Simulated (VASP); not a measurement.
# HPt3 in VASP: relaxation of the atoms with PBE

Aim: the relaxation of the atoms of HPt3 with PBE.

All numbers are computed with VASP 6.6.1; they aren't measurements. Logs are shortened: lines on timing, memory, paths and dates and some standing lists are left out, and cuts for length are marked.

## Step 1: The cell of the first run

The cell holds a slab with vacuum, 4 atoms: a = 2.807 Å, b = 2.807 Å, c = 19.351 Å, α = 90.00°, β = 90.00°, γ = 90.00°.

## Step 2: Relaxation of the atoms, PBE

Input file INCAR:

```
SYSTEM = HPt3
  PREC = Accurate
  ENCUT = 520
  EDIFF = 1E-6
  ISMEAR = 0
  SIGMA = 0.1
  LREAL = .False.
  LASPH = .True.
  NELM = 60
  ALGO = Normal
  ISIF = 2
  LWAVE = .False.
  LCHARG = .False.
  LDIPOL = .True.
  IDIPOL = 3
  DIPOL = 0.5 0.5 0.343
  GGA = PE
  IBRION = 2
  NSW = 36
  EDIFFG = -0.025
```

Input file KPOINTS:

```
Automatic mesh
0
Gamma
  9 9 1
  0 0 0
```

Input file POSCAR:

```
HPt3
1.0
    2.8071640668      0.0000000000      0.0000000000
    0.0000000000      2.8071640668      0.0000000000
    0.0000000000      0.0000000000     19.3513900635
Pt H
3 1
Selective dynamics
Direct
    0.5000000000      0.5000000000      0.2067034971  F F F
    0.0000000000      0.0000000000      0.3062505493  F F F
    0.5000000000      0.5000000000      0.4057274458  F F F
    0.8333333333      0.8333333333      0.4528851239  F F T
```

Potentials or basis: VASP PAW PBE potentials, release 64 (Pt, H).

Started as:

```console
$ cat potpaw_PBE.64/Pt/POTCAR potpaw_PBE.64/H/POTCAR > POTCAR
$ mpirun -np 1 vasp_std > vasp.out
```

OUTCAR:

```text
SYSTEM = HPt3
   PREC = Accurate
   ENCUT = 520
   EDIFF = 1E-6
   ISMEAR = 0
   LREAL = .False.
   LASPH = .True.
   NELM = 60
   ISIF = 2
   GGA = PE
   IBRION = 2
   NSW = 36
   EDIFFG = -0.025

 ion  position               nearest neighbor table
   1  0.500  0.500  0.207-   2 2.77   2 2.77   2 2.77   2 2.77
   2  0.000  0.000  0.306-   3 2.77   3 2.77   3 2.77   3 2.77   1 2.77   1 2.77   1 2.77   1 2.77

   3  0.500  0.500  0.406-   4 1.61   2 2.77   2 2.77   2 2.77   2 2.77
   4  0.833  0.833  0.453-   3 1.61

  LATTYP: Found a simple tetragonal cell.
 ALAT       =     2.8071640668
 C/A-ratio  =     6.8935728739

  Lattice vectors:

 A1 = (   2.8071640668,   0.0000000000,   0.0000000000)
 A2 = (   0.0000000000,   2.8071640668,   0.0000000000)
 A3 = (   0.0000000000,   0.0000000000,  19.3513900635)

Analysis of symmetry for initial positions (statically):
=====================================================================
 Subroutine PRICEL returns:
 Original cell was already a primitive cell.

 Routine SETGRP: Setting up the symmetry group for a
 simple tetragonal supercell.

 Subroutine GETGRP returns: Found  2 space group operations
 (whereof  2 operations were pure point group operations)
 out of a pool of 16 trial point group operations.

The static configuration has the point symmetry C_1h.

Analysis of symmetry for dynamics (positions and initial velocities):
=====================================================================
 Subroutine PRICEL returns:
 Original cell was already a primitive cell.

 Routine SETGRP: Setting up the symmetry group for a
 simple tetragonal supercell.

 Subroutine GETGRP returns: Found  2 space group operations
 (whereof  2 operations were pure point group operations)
 out of a pool of 16 trial point group operations.

The dynamic configuration has the point symmetry C_1h.

Analysis of constrained symmetry for selective dynamics:
=====================================================================
 Subroutine PRICEL returns:
 Original cell was already a primitive cell.

 Routine SETGRP: Setting up the symmetry group for a
 simple tetragonal supercell.

[... 120 lines left out ...]
   EMIN   =  10.00;   EMAX   =-10.00  energy-range for DOS
   EFERMI =   0.00;   METHOD = LEGACY
   ISMEAR =     0;   SIGMA  =   0.10  broadening in eV -4-tet -1-fermi 0-gaus
   EFERMI_NEDOS =   21; number of points for ismear=-14 and -15
   IALGO  =     38    algorithm
   IMIX   =      4    mixing-type and parameters
     AMIX     =   0.40;   BMIX     =  1.00
     AMIX_MAG =   1.60;   BMIX_MAG =  1.00
  volume/ion in A,a.u.               =      38.12       257.27
  Fermi-wavevector in a.u.,A,eV,Ry     =   0.962601  1.819051 12.607158  0.926600
  Thomas-Fermi vector in A             =   2.092074
   LORBIT       =      0    0 simple, 1 ext, 2 COOP (PROOUT), +10 PAW based schemes
   GGA     = PE    functional components
   LHFCALC =     F    Hartree Fock is set to
   AEXX    =    0.0000 exact exchange contribution
   IVDW    =     0    specifies the selected vdW correction
   LEPSILON=     F    determine dielectric tensor
   LRPA    =     F    only Hartree local field effects (RPA)
 conjugate gradient relaxation of ions
 non-spin polarized calculation
 Gauss-broadening in eV      SIGMA  =   0.10
  energy-cutoff  :      520.00
  volume of cell :      152.49
 maximum number of plane-waves:      4159
 NGX is ok and might be reduce to    24
   NGX = 11   NGY = 11   NGZ = 71

 dipolmoment           0.000000      0.000000      0.018668 electrons x Angstroem

--------------------------------------- Ionic step        1  -------------------------------------------

 number of electron      30.9999999 magnetization

 Free energy of the ion-electron system (eV)
  ---------------------------------------------------
  ext. energy  EPLUGINS =         0.00000000
  ---------------------------------------------------
  free energy    TOTEN  =       -20.24431382 eV

  energy without entropy =      -20.21215303  energy(sigma->0) =      -20.22823342

------------------------ aborting loop because EDIFF is reached ----------------------------------------

 vacuum level on the upper side and lower side of the slab       (xc-potential included)        -0.307        -0.040

  FORCE on cell =-STRESS in cart. coord.  units (eV):
  Direction    XX          YY          ZZ          XY          YZ          ZX
  --------------------------------------------------------------------------------------
  -------------------------------------------------------------------------------------
  Total       -1.9685086     -1.9685086      1.8199630      0.7349016      0.3970470      0.3970483
  in kB      -20.6823617    -20.6823617     19.1216510      7.7213287      4.1716200      4.1716334
  external PRESSURE =      -7.4143575 kB  Pullay stress =       0.0000000 kB
[... 63 lines left out ...]
--------------------------------------- Ionic step        3  -------------------------------------------

 number of electron      30.9999999 magnetization

 dipolmoment           0.000000      0.000000     -0.012448 electrons x Angstroem

 Free energy of the ion-electron system (eV)
  ---------------------------------------------------
  ext. energy  EPLUGINS =         0.00000000
  ---------------------------------------------------
  free energy    TOTEN  =       -20.25706580 eV

  energy without entropy =      -20.22494525  energy(sigma->0) =      -20.24100553

 E-fermi :  -0.4816     XC(G=0):  -5.1834

 val. band max:       -0.4826407374   @ k =   0.4444   0.2222   0.0000
 cond. band min:      -0.4663690166   @ k =   0.0000   0.0000   0.0000
 fundamental gap:      0.0162717208
 Fermi energy:        -0.4816287835

 k-point     1 :       0.0000    0.0000    0.0000
  band No.  band energies     occupation
      1      -9.8484      2.00000
      2      -8.0110      2.00000
      3      -6.6679      2.00000
      4      -6.4868      2.00000
      5      -5.3045      2.00000
      6      -4.2473      2.00000
[... 505 lines left out ...]
      6      -4.4780      2.00000
[... 11 lines left out ...]
     18       3.7173      0.00000
     19       5.5458      0.00000

 [... further k-points ...]

------------------------ aborting loop because EDIFF is reached ----------------------------------------

 vacuum level on the upper side and lower side of the slab       (xc-potential included)        -0.149         0.129

  FORCE on cell =-STRESS in cart. coord.  units (eV):
  Direction    XX          YY          ZZ          XY          YZ          ZX
  --------------------------------------------------------------------------------------
  -------------------------------------------------------------------------------------
  Total       -2.3540083     -2.3540083      1.3719953      0.4841608      0.0883670      0.0883674
  in kB      -24.7326594    -24.7326594     14.4150263      5.0868909      0.9284376      0.9284427
  external PRESSURE =     -11.6834309 kB  Pullay stress =       0.0000000 kB
[... 19 lines left out ...]
  FREE ENERGIE OF THE ION-ELECTRON SYSTEM (eV)
  ---------------------------------------------------
  free  energy   TOTEN  =       -20.2570658034 eV

  energy  without entropy=      -20.2249452550  energy(sigma->0) =      -20.24100553

 reached required accuracy - stopping structural energy minimisation

 vacuum level on the upper side and lower side of the slab         4.945         5.234
```

OSZICAR:

```text
N       E                     dE             d eps       ncg     rms          rms(c)
DAV:   1     0.205058006945E+03    0.20506E+03   -0.13014E+04   950   0.133E+03
DAV:   2    -0.985203126830E+01   -0.21491E+03   -0.20492E+03  1366   0.260E+02
DAV:   3    -0.212496995794E+02   -0.11398E+02   -0.10679E+02  1125   0.606E+01
DAV:   4    -0.216067480100E+02   -0.35705E+00   -0.33638E+00  1227   0.100E+01
[... 36 lines left out ...]
DAV:   3    -0.202586747263E+02   -0.54961E-03   -0.17076E-02  1088   0.129E+00    0.375E-01
DAV:   4    -0.202572596182E+02    0.14151E-02   -0.55105E-03  1083   0.819E-01    0.141E-01
DAV:   5    -0.202570700144E+02    0.18960E-03   -0.10126E-03  1042   0.295E-01    0.212E-02
DAV:   6    -0.202570661922E+02    0.38222E-05   -0.58140E-05  1063   0.680E-02    0.946E-03
DAV:   7    -0.202570658034E+02    0.38882E-06   -0.66432E-06  1090   0.231E-02
   3 F= -.20257066E+02 E0= -.20241006E+02  d E =-.127520E-01
```

CONTCAR:

```text
HPt3
   1.00000000000000
     2.8071640668000000    0.0000000000000000    0.0000000000000000
     0.0000000000000000    2.8071640668000000    0.0000000000000000
     0.0000000000000000    0.0000000000000000   19.3513900634999985
  Pt              H
     3     1
Selective dynamics
Direct
     0.5000000000000000    0.5000000000000000    0.2067034971000012   F   F   F
     0.0000000000000000    0.0000000000000000    0.3062505493000032   F   F   F
     0.5000000000000000    0.5000000000000000    0.4057274457999966   F   F   F
     0.8333333332999970    0.8333333332999970    0.4562136882689402   F   F   T

  0.00000000E+00  0.00000000E+00  0.00000000E+00
  0.00000000E+00  0.00000000E+00  0.00000000E+00
  0.00000000E+00  0.00000000E+00  0.00000000E+00
  0.00000000E+00  0.00000000E+00  0.00000000E+00
```

It took 3.5 min on 1 thread of Intel Xeon 8259CL, shared host; peak memory 0.32 GiB.

Results:

| Quantity | Value |
| --- | --- |
| Free energy | -20.2571 eV |
| Energy gained by relaxing | 3.2 meV/atom |
| Ionic steps | 3 |
| Band gap on the k mesh | zero (an odd number of electrons rules out a gap without spin polarisation) |

The path:
```
step  energy change (eV)  largest force on free atoms (eV/Å)  pressure (GPa)
   1              0.0000                              0.3931           -0.74
   2             -0.0064                              0.2774           -0.87
   3             -0.0128                              0.0055           -1.17
```

Final structure:
```xyz
4
Lattice="2.8072 0.0000 0.0000 0.0000 2.8072 0.0000 0.0000 0.0000 19.3514" Properties=species:S:1:pos:R:3 pbc="T T T"
Pt    1.4036    1.4036    4.0000
Pt    0.0000    0.0000    5.9264
Pt    1.4036    1.4036    7.8514
H     2.3393    2.3393    8.8284
```

Levels at points of the mesh, in eV from the Fermi level:
| k point | band 12 | band 13 | band 14 | band 15 | band 16 | band 17 | band 18 | band 19 |
| --- | --- | --- | --- | --- | --- | --- | --- | --- |
| (0.00, 0.00, 0.00) | -1.45 | -1.38 | -1.29 | -0.62 | 0.02 | 0.08 | 0.08 | 1.46 |

Caveat: spin-orbit coupling is left out, which moves the levels of the heavy elements.
